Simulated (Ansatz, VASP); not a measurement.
One calculation of C, two programs

INCAR

```
  PREC = Accurate
  ENCUT = 600
  EDIFF = 1E-6
  ISMEAR = -1
  SIGMA = 0.01
  LREAL = Auto
  LASPH = True
  NELM = 120
  ALGO = Normal
  ISIF = 2
  LWAVE = False
  LCHARG = True
  GGA = PE
  LELF = True
  LVHAR = True
  NBANDS = 86
  GGA_COMPAT = False
```

Contents of KPOINTS:

```
regular mesh
0
Gamma
  1 1 1
```

Contents of POSCAR:

```
C
1.0
   -3.5715719900      3.5715719900      3.5715719900
    3.5715719900     -3.5715719900      3.5715719900
    3.5715719900      3.5715719900     -3.5715719900
C
32
Direct
    0.0000000000      0.0000000000      0.0000000000
    0.0000000000      0.2500000000      0.7500000000
    0.0000000000      0.5000000000      0.5000000000
    0.0000000000      0.7500000000      0.2500000000
    0.2500000000      0.0000000000      0.7500000000
    0.2500000000      0.2500000000      0.5000000000
    0.2500000000      0.5000000000      0.2500000000
    0.2500000000      0.7500000000      0.0000000000
    0.5000000000      0.0000000000      0.5000000000
    0.5000000000      0.2500000000      0.2500000000
    0.5000000000      0.5000000000      0.0000000000
    0.5000000000      0.7500000000      0.7500000000
    0.7500000000      0.0000000000      0.2500000000
    0.7500000000      0.2500000000      0.0000000000
    0.7500000000      0.5000000000      0.7500000000
    0.7500000000      0.7500000000      0.5000000000
    0.0000000000      0.0000000000      0.7500000000
    0.0000000000      0.2500000000      0.5000000000
    0.0000000000      0.5000000000      0.2500000000
    0.0000000000      0.7500000000      0.0000000000
    0.2500000000      0.0000000000      0.5000000000
    0.2500000000      0.2500000000      0.2500000000
    0.2500000000      0.5000000000      0.0000000000
    0.2500000000      0.7500000000      0.7500000000
    0.5000000000      0.0000000000      0.2500000000
    0.5000000000      0.2500000000      0.0000000000
    0.5000000000      0.5000000000      0.7500000000
    0.5000000000      0.7500000000      0.5000000000
    0.7500000000      0.0000000000      0.0000000000
    0.7500000000      0.2500000000      0.7500000000
    0.7500000000      0.5000000000      0.5000000000
    0.7500000000      0.7500000000      0.2500000000
```

Input for Ansatz:

```yaml
crystal:
  lattice:
    - [-3.57157199, 3.57157199, 3.57157199]
    - [3.57157199, -3.57157199, 3.57157199]
    - [3.57157199, 3.57157199, -3.57157199]
  atoms:
    - { symbol: C, position: [0.0, 0.0, 0.0] }
    - { symbol: C, position: [0.0, 0.25, 0.75] }
    - { symbol: C, position: [0.0, 0.5, 0.5] }
    - { symbol: C, position: [0.0, 0.75, 0.25] }
    - { symbol: C, position: [0.25, 0.0, 0.75] }
    - { symbol: C, position: [0.25, 0.25, 0.5] }
    - { symbol: C, position: [0.25, 0.5, 0.25] }
    - { symbol: C, position: [0.25, 0.75, 0.0] }
    - { symbol: C, position: [0.5, 0.0, 0.5] }
    - { symbol: C, position: [0.5, 0.25, 0.25] }
    - { symbol: C, position: [0.5, 0.5, 0.0] }
    - { symbol: C, position: [0.5, 0.75, 0.75] }
    - { symbol: C, position: [0.75, 0.0, 0.25] }
    - { symbol: C, position: [0.75, 0.25, 0.0] }
    - { symbol: C, position: [0.75, 0.5, 0.75] }
    - { symbol: C, position: [0.75, 0.75, 0.5] }
    - { symbol: C, position: [0.0, 0.0, 0.75] }
    - { symbol: C, position: [0.0, 0.25, 0.5] }
    - { symbol: C, position: [0.0, 0.5, 0.25] }
    - { symbol: C, position: [0.0, 0.75, 0.0] }
    - { symbol: C, position: [0.25, 0.0, 0.5] }
    - { symbol: C, position: [0.25, 0.25, 0.25] }
    - { symbol: C, position: [0.25, 0.5, 0.0] }
    - { symbol: C, position: [0.25, 0.75, 0.75] }
    - { symbol: C, position: [0.5, 0.0, 0.25] }
    - { symbol: C, position: [0.5, 0.25, 0.0] }
    - { symbol: C, position: [0.5, 0.5, 0.75] }
    - { symbol: C, position: [0.5, 0.75, 0.5] }
    - { symbol: C, position: [0.75, 0.0, 0.0] }
    - { symbol: C, position: [0.75, 0.25, 0.75] }
    - { symbol: C, position: [0.75, 0.5, 0.5] }
    - { symbol: C, position: [0.75, 0.75, 0.25] }
basis:
  ecutwfc: 420.0
  ecutrho_ratio: 4
  xc_grid: 2
  fft_grid_basis: typed
  precision: f64
kpoints:
  mp_grid: { grid: [1, 1, 1] }
hamiltonian:
  pseudopotentials: { kind: paw }
scf:
  max_iter: 60
  self_checks: high
  occupations: { method: fermi_dirac, width: 0.01 }
checkpoint:
  write: "../host.s2.run"
  compress: false
  write_wavefunctions: true
  write_every: 100000
```

Alike in both runs: task single point; functional PBE; k mesh 1 × 1 × 1; occupations fermi-dirac, width 0.01 eV; no spin polarisation.

```csv
,VASP,Ansatz
version,VASP 6.6.1,Ansatz 0.2.0
potentials or method,"VASP PAW PBE potentials, release 64 (C), cutoff 600 eV",plane-wave PAW DFT
valence electrons in the cell,128,128
```

```tsv
	VASP	Ansatz	Ansatz less VASP
gap on the k mesh at the Fermi level (eV)	4.72	4.72	+0.008
```

The functional is the same, so the differences come from potentials, cutoffs and numerics.

The k mesh is coarse, so the values compare programs but aren't converged.
